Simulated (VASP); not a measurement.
Write the native input for VASP 6.6.1 that does the following.

```yaml
Task: relaxation of cell and atoms
Functional: PBE
Potentials_or_basis: VASP PAW PBE potentials, release 64 (Ta_pv)
Cutoff: 600 eV
k_mesh: 11 × 11 × 11
Occupations: fermi-dirac, width 0.05 eV
Spin: no spin polarisation
Target_pressure: 5 GPa
Dipole_correction: no
Further_INCAR_settings: ALGO = Normal; EDIFF = 1e-07; IBRION = 2; EDIFFG = -0.01; NSW = 60; ISIF = 3
```

The structure of Ta lies in POSCAR:

```
Ta
1.0
   -1.6512800000      1.6512800000      1.6512800000
    1.6512800000     -1.6512800000      1.6512800000
    1.6512800000      1.6512800000     -1.6512800000
Ta
1
Direct
    0.0000000000      0.0000000000      0.0000000000
```

The input as run:

INCAR

```
SYSTEM = Ta
  PREC = Accurate
  ENCUT = 600
  EDIFF = 1E-7
  ISMEAR = -1
  SIGMA = 0.05
  LREAL = .False.
  LASPH = .True.
  NELM = 100
  ALGO = Normal
  ISIF = 3
  LWAVE = .False.
  LCHARG = .False.
  GGA = PE
  IBRION = 2
  NSW = 60
  EDIFFG = -0.01
  PSTRESS = 50.0
```

KPOINTS

```
Automatic mesh
0
Gamma
  11 11 11
  0 0 0
```

Potentials or basis: VASP PAW PBE potentials, release 64 (Ta_pv).

The run is started by

```bash
$ cat potpaw_PBE.64/Ta_pv/POTCAR > POTCAR
$ mpirun -np 1 vasp_std > vasp.out
```

Results of the run:

```json
{
 "Relaxed volume": "17.82 Å³/atom",
 "Relaxed cell": "a = 2.850 Å, b = 2.850 Å, c = 2.850 Å, α = 109.47°, β = 109.47°, γ = 109.47°",
 "Space group after relaxing (to 0.05 Å)": "Im-3m (No. 229)",
 "Energy change on relaxing (the enthalpy is what falls)": "+4.6 meV/atom",
 "Ionic steps": "3",
 "Pressure after relaxing": "5.0 GPa"
}
```

Caveat: the cell is relaxed towards a set pressure, so the enthalpy falls and the energy may rise.

It took 16 s on 1 thread of Intel(R) Xeon(R) Platinum 8375C CPU @ 2.90GHz (Ice Lake) (shared host), peak memory 0.15 GiB.
